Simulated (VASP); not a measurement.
# GaSb3 (I4mm) in VASP: single point with PBEsol+D3(BJ)

Aim: the single point of GaSb3 with PBEsol+D3(BJ).

Program: VASP 6.6.1. These are calculated values, not measurements. Logs are shortened: lines on timing, memory, paths and dates and some standing lists are left out, and cuts for length are marked.

### 1 The cell of the first run

It takes space group I4mm (No. 107, tetragonal). Conventional cell: a = 5.071 Å, b = 5.071 Å, c = 7.171 Å, α = 90.00°, β = 90.00°, γ = 90.00°. Ga (site symmetry 4mm) has 14 Sb at 3.03 to 3.71 Å within 4.0 Å. Sb (site symmetry 2mm) has 4 Ga at 3.03 to 3.18 Å and 10 Sb at 3.11 to 3.59 Å within 4.0 Å. Within 4.1 Å of Sb (site symmetry 4mm) lie 8 Sb at 3.11 Å and 6 Ga at 3.46 to 3.71 Å.

### 2 Single point, PBEsol+D3(BJ) (all Sb atoms moved +0.125 Å, as atom 2 along Cartesian [0 1 0])

The input, INCAR:

```
ALGO = Normal
EDIFF = 1E-6
ENCUT = 520
GGA = PS
ISIF = 2
ISMEAR = 0
IVDW = 12
LASPH = T
LCHARG = T
LELF = T
LREAL = F
LVHAR = T
LWAVE = F
NBANDS = 22
NELM = 80
PREC = Accurate
SIGMA = 0.15
```

The input, KPOINTS:

```
k-points
0
Gamma
  12 12 12
```

The input, POSCAR:

```
GaSb3
1.0
    0.0000000000      3.5855047185      3.5855047185
    3.5855047185      0.0000000000      3.5855047185
    3.5855047185      3.5855047185      0.0000000000
Ga Sb
1 3
Direct
    0.0000000000      0.0000000000      0.0000000000
    0.2674312977      0.2325687023      0.2674312977
    0.7674312977      0.7325687023      0.7674312977
    0.5174312977      0.4825687023      0.5174312977
```

Potentials or basis: VASP PAW PBE potentials, release 64 (Ga_d, Sb).

Launch:

```
cat potpaw_PBE.64/Ga_d/POTCAR potpaw_PBE.64/Sb/POTCAR > POTCAR
mpirun -np 1 vasp_std > vasp.out
```

OUTCAR:

```text
EDIFF = 1E-6
   ENCUT = 520
   GGA = PS
   ISIF = 2
   ISMEAR = 0
   IVDW = 12
   LASPH = T
   LREAL = F
   NELM = 80
   PREC = Accurate
 IVDW          = 12

 ion  position               nearest neighbor table
   1  0.000  0.000  0.000-   3 3.03   3 3.03   2 3.03   2 3.03   3 3.18   3 3.18   2 3.18   2 3.18

   2  0.267  0.233  0.267-   1 3.03   1 3.03   4 3.11   4 3.11   4 3.11   4 3.11   1 3.18   1 3.18
                             3 3.59   3 3.59   3 3.59   3 3.59   3 3.59   3 3.59
   3  0.767  0.733  0.767-   1 3.03   1 3.03   4 3.11   4 3.11   4 3.11   4 3.11   1 3.18   1 3.18
                             2 3.59   2 3.59   2 3.59   2 3.59   2 3.59   2 3.59
   4  0.517  0.483  0.517-   2 3.11   2 3.11   2 3.11   3 3.11   3 3.11   3 3.11   3 3.11   2 3.11

  LATTYP: Found a face centered cubic cell.
 ALAT       =     7.1710094370

  Lattice vectors:

 A1 = (   0.0000000000,   3.5855047185,   3.5855047185)
 A2 = (   3.5855047185,   0.0000000000,   3.5855047185)
 A3 = (   3.5855047185,   3.5855047185,   0.0000000000)

Analysis of symmetry for initial positions (statically):
=====================================================================
 Subroutine PRICEL returns:
 Original cell was already a primitive cell.

 Routine SETGRP: Setting up the symmetry group for a
 face centered cubic supercell.

 Subroutine GETGRP returns: Found  8 space group operations
 (whereof  8 operations were pure point group operations)
 out of a pool of 48 trial point group operations.

The static configuration has the point symmetry C_4v.

Analysis of symmetry for dynamics (positions and initial velocities):
=====================================================================
 Subroutine PRICEL returns:
 Original cell was already a primitive cell.

 Routine SETGRP: Setting up the symmetry group for a
 face centered cubic supercell.

 Subroutine GETGRP returns: Found  8 space group operations
 (whereof  8 operations were pure point group operations)
 out of a pool of 48 trial point group operations.

The dynamic configuration has the point symmetry C_4v.

 Subroutine INISYM returns: Found  8 space group operations
 (whereof  8 operations are pure point group operations),
 and found     1 'primitive' translations

----------------------------------------------------------------------------------------

                                     Primitive cell

  volume of cell :      92.1894

  direct lattice vectors                    reciprocal lattice vectors
     0.000000000  3.585504719  3.585504719    -0.139450381  0.139450381  0.139450381
     3.585504719  0.000000000  3.585504719     0.139450381 -0.139450381  0.139450381
     3.585504719  3.585504719  0.000000000     0.139450381  0.139450381 -0.139450381

  length of vectors
     5.070669401  5.070669401  5.070669401     0.241535145  0.241535145  0.241535145

  position of ions in fractional coordinates (direct lattice)
     0.000000000  0.000000000  0.000000000
     0.267431298  0.232568702  0.267431298
     0.767431298  0.732568702  0.767431298
     0.517431298  0.482568702  0.517431298

  ion indices of the primitive-cell ions
   primitive index   ion index
                 1           1
                 2           2
                 3           3
                 4           4

----------------------------------------------------------------------------------------

 KPOINTS: k-points

Automatic generation of k-mesh.
 Grid dimensions read from file:
 generate k-points for:   12   12   12

 Generating k-lattice:

  Cartesian coordinates                     Fractional coordinates (reciprocal lattice)
    -0.011620865  0.011620865  0.011620865     0.083333333  0.000000000  0.000000000
     0.011620865 -0.011620865  0.011620865     0.000000000  0.083333333  0.000000000
     0.011620865  0.011620865 -0.011620865     0.000000000  0.000000000  0.083333333

  Length of vectors
     0.020127929  0.020127929  0.020127929

  Shift w.r.t. Gamma in fractional coordinates (k-lattice)
     0.000000000  0.000000000  0.000000000

 Subroutine IBZKPT returns following result:
 ===========================================

 Found    163 irreducible k-points:

 Following reciprocal coordinates:
            Coordinates               Weight
  0.000000  0.000000  0.000000      1.000000
  0.083333  0.000000  0.000000      8.000000
  0.166667  0.000000  0.000000      8.000000
  0.250000  0.000000  0.000000      8.000000
  0.333333  0.000000  0.000000      8.000000
  0.416667  0.000000  0.000000      8.000000
[... 16 lines left out ...]
  0.083333  0.000000 -0.333333      8.000000
 -0.250000  0.083333  0.000000     16.000000
 [... further k-points ...]
   k-points           NKPTS =    163   k-points in BZ     NKDIM =    163   number of bands    NBANDS=     22
   number of dos      NEDOS =    301   number of ions     NIONS =      4
   total plane-waves  NPLWV =  64000
   dimension x,y,z NGX =    40 NGY =   40 NGZ =   40
   dimension x,y,z NGXF=    80 NGYF=   80 NGZF=   80
   ions per type =               1   3
   NGX,Y,Z   is equivalent  to a cutoff of  13.11, 13.11, 13.11 a.u.
   NGXF,Y,Z  is equivalent  to a cutoff of  26.23, 26.23, 26.23 a.u.
 SYSTEM =  unknown system
   PREC   = accura    normal or accurate (medium, high low for compatibility)
   ISTART =      0    job   : 0-new  1-cont  2-samecut
   ICHARG =      2    charge: 1-file 2-atom 10-const
   ISPIN  =      1    spin polarized calculation?
   LNONCOLLINEAR =      F non collinear calculations
   LSORBIT =      F    spin-orbit coupling
   LASPH  =      T    aspherical Exc in radial PAW
   ENCUT  =  520.0 eV  38.22 Ry    6.18 a.u.   9.43  9.43  9.43*2*pi/ulx,y,z
   NELM   =     80;   NELMIN=  2; NELMDL= -5     # of ELM steps
   EDIFF  = 0.1E-05   stopping-criterion for ELM
   LREAL  =      F    real-space projection
   EDIFFG = 0.1E-04   stopping-criterion for IOM
   NSW    =      0    number of steps for IOM
   IBRION =     -1    ionic relax: 0-MD 1-quasi-New 2-CG
   NFREE  =      0    steps in history (QN), initial steepest desc. (CG)
   ISIF   =      2    stress and relaxation
   ISYM   =      2    0-nonsym 1-usesym 2-fastsym
   POTIM  = 0.5000    time-step for ionic-motion
   TEBEG  =    0.0;   TEEND  =   0.0 temperature during run
   PSTRESS=    0.0 pullay stress
   NELECT =      28.0000    total number of electrons
   NUPDOWN=      -1.0000    fix difference up-down
   EMIN   =  10.00;   EMAX   =-10.00  energy-range for DOS
   EFERMI =   0.00;   METHOD = LEGACY
   ISMEAR =     0;   SIGMA  =   0.15  broadening in eV -4-tet -1-fermi 0-gaus
   EFERMI_NEDOS =   21; number of points for ismear=-14 and -15
   IALGO  =     38    algorithm
   IMIX   =      4    mixing-type and parameters
     AMIX     =   0.40;   BMIX     =  1.00
     AMIX_MAG =   1.60;   BMIX_MAG =  1.00
  volume/ion in A,a.u.               =      23.05       155.53
  Fermi-wavevector in a.u.,A,eV,Ry     =   1.100442  2.079534 16.476286  1.210973
  Thomas-Fermi vector in A             =   2.236853
   LORBIT       =      0    0 simple, 1 ext, 2 COOP (PROOUT), +10 PAW based schemes
   GGA     = PS    functional components
   LHFCALC =     F    Hartree Fock is set to
   AEXX    =    0.0000 exact exchange contribution
   IVDW    =    12    specifies the selected vdW correction
   LEPSILON=     F    determine dielectric tensor
   LRPA    =     F    only Hartree local field effects (RPA)
 non-spin polarized calculation
 Gauss-broadening in eV      SIGMA  =   0.15
  energy-cutoff  :      520.00
  volume of cell :       92.19
 maximum number of plane-waves:      2510
 NGX is ok and might be reduce to    40
   NGX = 19   NGY = 19   NGZ = 19

 number of electron      27.9999997 magnetization

 Free energy of the ion-electron system (eV)
  ---------------------------------------------------
  ext. energy  EPLUGINS =         0.00000000
  ---------------------------------------------------
  free energy    TOTEN  =       -16.30380705 eV

  energy without entropy =      -16.27728556  energy(sigma->0) =      -16.29054631

 E-fermi :   8.7562     XC(G=0): -10.8296

 val. band max:        8.7533955835   @ k =   0.4167   0.2500   0.0000
 cond. band min:       8.7578542562   @ k =   0.2500   0.0000   0.4167
 fundamental gap:      0.0044586727
 Fermi energy:         8.7562436572

 k-point     1 :       0.0000    0.0000    0.0000
  band No.  band energies     occupation
      1      -6.0107      2.00000
      2      -6.0106      2.00000
      3      -6.0106      2.00000
      4      -5.9915      2.00000
      5      -5.9896      2.00000
      6      -4.5913      2.00000
[... 14 lines left out ...]
     21      16.5732      0.00000
     22      16.5948      0.00000

 k-point     2 :       0.0833    0.0000    0.0000
  band No.  band energies     occupation
      1      -6.0114      2.00000
      2      -6.0103      2.00000
      3      -6.0102      2.00000
      4      -5.9916      2.00000
      5      -5.9897      2.00000
      6      -4.5312      2.00000
[... 14 lines left out ...]
     21      15.9860      0.00000
     22      16.4235      0.00000

 k-point     3 :       0.1667    0.0000    0.0000
  band No.  band energies     occupation
      1      -6.0131      2.00000
      2      -6.0095      2.00000
      3      -6.0095      2.00000
      4      -5.9918      2.00000
      5      -5.9899      2.00000
      6      -4.3514      2.00000
[... 14 lines left out ...]
     21      14.7120      0.00000
     22      15.8761      0.00000
[... 476 lines left out ...]
 k-point    23 :       0.0833    0.0000   -0.3333
  band No.  band energies     occupation
      1      -6.0189      2.00000
      2      -6.0081      2.00000
      3      -6.0073      2.00000
      4      -5.9923      2.00000
      5      -5.9909      2.00000
      6      -3.4377      2.00000
[... 14 lines left out ...]
     21      14.0306      0.00000
     22      15.4126      0.00000

 k-point    24 :      -0.2500    0.0833    0.0000
  band No.  band energies     occupation
      1      -6.0165      2.00000
      2      -6.0087      2.00000
      3      -6.0080      2.00000
      4      -5.9926      2.00000
      5      -5.9903      2.00000
      6      -3.8771      2.00000
[... 14 lines left out ...]
     21      14.3302      0.00000
     22      14.8784      0.00000

 [... further k-points ...]

------------------------ aborting loop because EDIFF is reached ----------------------------------------

 Edisp (eV)   -1.97345

 E8    (eV) :    -1.3575

  FORCE on cell =-STRESS in cart. coord.  units (eV):
  Direction    XX          YY          ZZ          XY          YZ          ZX
  --------------------------------------------------------------------------------------
  -------------------------------------------------------------------------------------
  Total       0.41114     0.34645     0.41114     0.00000     0.00000     0.00000
  in kB       7.14534     6.02099     7.14534     0.00000     0.00000     0.00000
  external pressure =        6.77 kB  Pullay stress =        0.00 kB

 VOLUME and BASIS-vectors are now :
 -----------------------------------------------------------------------------
  energy-cutoff  :      520.00
  volume of cell :       92.19
      direct lattice vectors                 reciprocal lattice vectors
     0.000000000  3.585504719  3.585504719    -0.139450381  0.139450381  0.139450381
     3.585504719  0.000000000  3.585504719     0.139450381 -0.139450381  0.139450381
     3.585504719  3.585504719  0.000000000     0.139450381  0.139450381 -0.139450381

 POSITION                                       TOTAL-FORCE (eV/Angst)
 -----------------------------------------------------------------------------------
      0.00000      0.00000      0.00000         0.000000      0.265588      0.000000
      1.79275      1.91775      1.79275         0.000000     -0.058318      0.000000
      5.37826      5.50326      5.37826         0.000000     -0.058318      0.000000
      3.58550      3.71050      3.58550         0.000000     -0.148951      0.000000
 -----------------------------------------------------------------------------------
    total drift:                               -0.000000     -0.000018      0.000000

  FREE ENERGIE OF THE ION-ELECTRON SYSTEM (eV)
  ---------------------------------------------------
  free  energy   TOTEN  =       -18.2772531718 eV

  energy  without entropy=      -18.2507316794  energy(sigma->0) =      -18.26399243
```

It took 4.3 min on 1 thread of Intel Xeon Platinum 8259CL at 2.50GHz (Skylake/Cascade Lake), shared host; peak memory 0.47 GiB.

Results:

```
Free energy                : -18.2773 eV
Pressure                   : 0.7 GPa
Largest force              : 0.266 eV/Å
Band gap on the k mesh     : zero (band 14 reaches 10.45 eV, above the bottom of band 15 at 6.21 eV)
Dispersion energy per atom : -0.493 eV
```

Forces in eV/Å, atoms in the order of the input:
```
Ga   0.000  0.266  0.000
Sb   0.000 -0.058  0.000
Sb   0.000 -0.058  0.000
Sb   0.000 -0.149  0.000
```

Stress tensor (GPa, compression positive):
```
0.71 0.00 0.00
0.00 0.60 0.00
0.00 0.00 0.71
```

Caveat: the cell differs from its parent crystal (all Sb atoms moved +0.125 Å, as atom 2 along Cartesian [0 1 0]); the PAW data sets were made with another functional, which shifts forces and pressure a little; spin-orbit coupling is left out, which moves the levels of the heavy elements; pairwise dispersion overbinds metals, which lowers pressure and volume.
